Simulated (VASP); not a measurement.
A run of VASP 6.6.1 is set up as follows.

File INCAR:

```
SYSTEM = RbP2
  PREC = Accurate
  ENCUT = 600
  EDIFF = 1E-7
  ISMEAR = 0
  SIGMA = 0.1
  LREAL = .FALSE.
  LASPH = .TRUE.
  NELM = 60
  ALGO = Normal
  ISIF = 3
  LWAVE = .FALSE.
  LCHARG = .FALSE.
  GGA = PE
  IBRION = 2
  NSW = 90
  EDIFFG = -0.04
```

The input KPOINTS:

```
regular mesh
0
G
  6 6 4
  0 0 0
```

File POSCAR:

```
RbP2
1.0
    4.2304800407      0.0000000000      0.0000000000
   -2.1152400204      3.6637031855      0.0000000000
    0.0000000000      0.0000000000      4.5677940639
Rb P
1 2
Direct
    0.0000000000      0.0000000000      0.0000000000
    0.3333333333      0.6666666667      0.5000000000
    0.6666666667      0.3333333333      0.5000000000
```

Potentials or basis: VASP PAW PBE potentials, release 64 (Rb_sv, P).

Run with:

```sh
$ cat potpaw_PBE.64/Rb_sv/POTCAR potpaw_PBE.64/P/POTCAR > POTCAR
$ mpirun -np 1 vasp_std > vasp.out
```

Task: Estimate the relaxed volume.

Result: 27.41 Å³/atom.

Task: Estimate the relaxed cell.

Result: a = 4.212 Å, b = 4.212 Å, c = 5.352 Å, α = 90.00°, β = 90.00°, γ = 120.00°.

Final structure:
```xyz
3
Lattice="4.2122 0.0000 0.0000 -2.1061 3.6479 0.0000 0.0000 0.0000 5.3518" Properties=species:S:1:pos:R:3 pbc="T T T"
Rb   -2.1061    3.6479    0.0000
P     0.0000    2.4319    2.6759
P     2.1061    1.2160    2.6759
```

Caveat: the volume moved by over 15 % at a fixed basis, so the end points are rough.
